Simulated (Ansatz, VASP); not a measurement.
Two plane-wave programs on AlRu

```
Al Ru
1.0
     2.93176    0.00000    0.00000
     0.00000    2.93176    0.00000
     0.00000    0.00000    2.97641
Al Ru
1 1
Direct
  0.00000 0.00000 0.00000
  0.50000 0.50000 0.50000
```

Change from the starting cell: strain -0.015 along x and y, +0.000 along z, atoms carried along.

Alike in both runs: task single point; functional PBEsol; k mesh 20 × 20 × 20; occupations gaussian, width 0.15 eV; no spin polarisation.

```csv
,VASP,Ansatz
version,VASP 6.6.1,Ansatz 0.2.0
potentials or method,"VASP PAW PBE potentials, release 64 (Al, Ru_pv), cutoff 520 eV","scalar-relativistic, plane waves, PAW"
valence electrons in the cell,17,19
```

Ansatz gave:

| Property | Result |
| --- | --- |
| gap on the k mesh at the Fermi level (eV) | none |
| pressure (GPa) | 7.1 |
| traceless stress, the component that is largest in VASP (GPa) | -1.93 |

Estimate VASP's values.

gap on the k mesh at the Fermi level (eV): none; pressure (GPa): 7.2; traceless stress, the component that is largest in VASP (GPa): -1.93.

VASP's potentials were made for PBE, not for PBEsol. A gap of «none» marks a metal or a gap that the smearing closes. VASP's potentials hold 17 valence electrons a cell and Ansatz's 19, so a difference there can come from the potentials and not from the codes.
